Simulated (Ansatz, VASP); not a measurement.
## PbF2 in VASP and in Ansatz

```xyz
3
Lattice="0.0000 2.9438 2.9438 2.9438 0.0000 2.9438 2.9438 2.9438 0.0000" Properties=species:S:1:pos:R:3 pbc="T T T"
Pb    0.0000    0.0000    0.0000
F     4.4157    4.4157    4.4157
F     1.4719    1.4719    1.4719
```

Alike in both runs: task single point; functional LDA; k mesh 8 × 8 × 8; occupations fermi-dirac, width 0.05 eV; no spin polarisation.

|  | VASP | Ansatz |
| --- | --- | --- |
| version | VASP 6.6.1 | Ansatz 0.2.0 |
| potentials or method | VASP PAW LDA potentials, release 64 (Pb_d, F) | Ansatz PAW |
| plane-wave cutoff (eV) | 600 | 420 |
| valence electrons in the cell | 28 | 28 |

VASP gave:

* gap on the k mesh at the Fermi level (eV): 4.22
* least direct gap on the mesh (eV): 4.38
* pressure (GPa): -3.2

Task: What did Ansatz give for the same quantities?

Result: gap on the k mesh at the Fermi level (eV): 4.26; least direct gap on the mesh (eV): 4.42; pressure (GPa): -3.1.

LDA's correlation is that of Perdew and Zunger in VASP and of Perdew and Wang (1992) in Ansatz.

Neither program's run includes spin-orbit coupling.
